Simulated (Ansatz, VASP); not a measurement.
# Two plane-wave programs on MgO

Contents of INCAR:

```
SYSTEM = MgO
PREC = Accurate
ENCUT = 520
EDIFF = 1E-6
ISMEAR = 0
SIGMA = 0.05
LREAL = .False.
LASPH = .True.
NELM = 100
ALGO = Normal
ISIF = 2
LWAVE = .False.
LCHARG = .False.
GGA = PE
NBANDS = 26
```

KPOINTS

```
Automatic mesh
0
Gamma
  9 9 2
  0 0 0
```

Contents of POSCAR:

```
MgO
1.0
    3.2805263433      0.0000000000      0.0000000000
   -1.6402631717      2.8410191511      0.0000000000
    0.0000000000      0.0000000000     10.5138967343
Mg O
4 4
Direct
    0.3139740833      0.6279481667      0.9694906392
    0.0134979456      0.0269958911      0.2208211786
   -0.0134979456     -0.0269958911      0.7208211786
    0.6860259167      0.3720518333      0.4694906392
    0.3187322647      0.6374645293      0.7800420079
    0.0177099873      0.0354199746      0.5296443544
   -0.0177099873     -0.0354199746      0.0296443544
    0.6812677353      0.3625354707      0.2800420079
```

Input for Ansatz:

```yaml
crystal:
  lattice:
    - [3.2805263433, 0.0, 0.0]
    - [-1.6402631717, 2.8410191511, 0.0]
    - [0.0, 0.0, 10.5138967343]
  atoms:
    - { symbol: Mg, position: [0.3139740833, 0.6279481667, 0.9694906392] }
    - { symbol: Mg, position: [0.0134979456, 0.0269958911, 0.2208211786] }
    - { symbol: Mg, position: [-0.0134979456, -0.0269958911, 0.7208211786] }
    - { symbol: Mg, position: [0.6860259167, 0.3720518333, 0.4694906392] }
    - { symbol: O, position: [0.3187322647, 0.6374645293, 0.7800420079] }
    - { symbol: O, position: [0.0177099873, 0.0354199746, 0.5296443544] }
    - { symbol: O, position: [-0.0177099873, -0.0354199746, 0.0296443544] }
    - { symbol: O, position: [0.6812677353, 0.3625354707, 0.2800420079] }
basis:
  ecutwfc: 520.0
kpoints:
  mp_grid: { grid: [9, 9, 2] }
hamiltonian:
  xc: pbe
  pseudopotentials: { kind: paw, azcp: { folder: soft_1 } }
scf:
  occupations: { method: gaussian, width: 0.05 }
output:
  forces: true
  stress: true
  eigenvalues: true
```

Change from the starting cell: mode 4 frozen in at +0.000 Å and mode 5 at -0.110 Å (largest displacements).

Alike in both runs: task single point; functional PBE; k mesh 9 × 9 × 2; occupations gaussian, width 0.05 eV; no spin polarisation.

|  | VASP | Ansatz |
| --- | --- | --- |
| version | VASP 6.6.1 | Ansatz 0.2.0 |
| potentials or method | VASP PAW PBE potentials, release 64 (Mg, O), cutoff 520 eV | scalar-relativistic, plane waves, PAW |
| valence electrons in the cell | 32 | 64 |

```csv
,VASP,Ansatz,Ansatz less VASP
gap on the k mesh at the Fermi level (eV),3.40,3.42,+0.019
least direct gap on the mesh (eV),3.40,3.42,+0.019
pressure (GPa),-0.5,-0.1,+0.43
"traceless stress, the component that is largest in VASP (GPa)",-1.02,-1.00,+0.020
rms of the force components (eV/Å),0.061,0.060,-0.0008
```

Atom by atom the forces differ by 0.001 eV/Å (rms over components). The functional is the same, so the differences come from potentials, cutoffs and numerics. VASP's potentials hold 32 valence electrons a cell and Ansatz's 64, so a difference there can come from the potentials and not from the codes.
